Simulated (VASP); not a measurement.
InSb (rocksalt type):

```
CELL_PARAMETERS angstrom
0.00000 2.94735 2.94735
2.94735 0.00000 2.94735
2.94735 2.94735 0.00000
ATOMIC_POSITIONS crystal
In 0.00000 0.00000 0.00000
Sb 0.50000 0.50000 0.50000
```

```yaml
Program: VASP 6.6.1
Task: relaxation of cell and atoms
Functional: PBE
Potentials_or_basis: VASP PAW PBE potentials, release 64 (In_d, Sb)
Cutoff: 600 eV
k_mesh: 12 × 12 × 12
Occupations: fermi-dirac, width 0.1 eV
Spin: no spin polarisation
```

At the start: pressure 8.3 GPa; volume 25.60 Å³/atom.

Problem. Where does the relaxation end?

Solution. Over 5 steps the energy falls by 79.0 meV/atom and the volume is 29.06 Å³/atom (+13.5 %); space group Fm-3m (No. 225, to 0.1 Å) before and after.

Step by step:
```tsv
step	energy change (eV)	largest force (eV/Å)	pressure (GPa)	volume (Å³)
1	0.0000	0.0000	8.27	51.21
2	-0.1300	0.0000	-2.38	61.64
3	-0.1579	0.0000	0.03	58.10
4	-0.1579	0.0000	-0.09	58.25
5	-0.1579	0.0000	0.01	58.12
```

Final structure:
```yaml
crystal:
  lattice:
    - [0.00000, 3.07449, 3.07449]
    - [3.07449, 0.00000, 3.07449]
    - [3.07449, 3.07449, 0.00000]
  atoms:
    - { symbol: In, position: [0.00000, 0.00000, 0.00000] }
    - { symbol: Sb, position: [0.50000, 0.50000, 0.50000] }
```
